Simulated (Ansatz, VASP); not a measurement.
**One calculation of WBrF4, two programs**

```
W Br F
1.0
     0.00000    3.20818    3.20818
     3.20818    0.00000    3.20818
     3.20818    3.20818    0.00000
W Br F
1 1 4
Direct
  0.00000 0.00000 0.00000
  0.75000 0.75000 0.75000
  0.37383 0.87851 0.37383
  0.87851 0.37383 0.37383
  0.37383 0.37383 0.87851
  0.37383 0.37383 0.37383
```

Change from the starting cell: species swapped into the YbNi4Au type (F-43m, No. 216).

Alike in both runs: task relaxation of cell and atoms; functional PBE; k mesh 6 × 6 × 6; occupations gaussian, width 0.1 eV; collinear spin.

|  | VASP | Ansatz |
| --- | --- | --- |
| version | VASP 6.6.1 | Ansatz 0.2.0 |
| potentials or method | VASP PAW PBE potentials, release 64 (W_sv, Br, F), cutoff 600 eV | scalar-relativistic, plane waves, PAW |
| valence electrons in the cell | 49 | 49 |

```csv
,VASP,Ansatz,Ansatz less VASP
"gap on the k mesh at the Fermi level, each at its own relaxed structure (eV)",none,none,-
net moment per atom (μB),0.17,0.17,0.000
size of the moment on the site where the two differ most (μB),1.17,1.05,-0.120
relaxed volume (Å³/atom),11.01,11.01,0.000
relaxed length of the cell vector where the two differ most in proportion (Å),4.537,4.537,0.0000
```

Site moments also hang on the region over which each program counts them. A gap of «none» marks a metal or a gap that the smearing closes.

Spin-orbit coupling is off throughout. Noted on VASP's run: the relaxation stopped at its first step, so nothing moved.
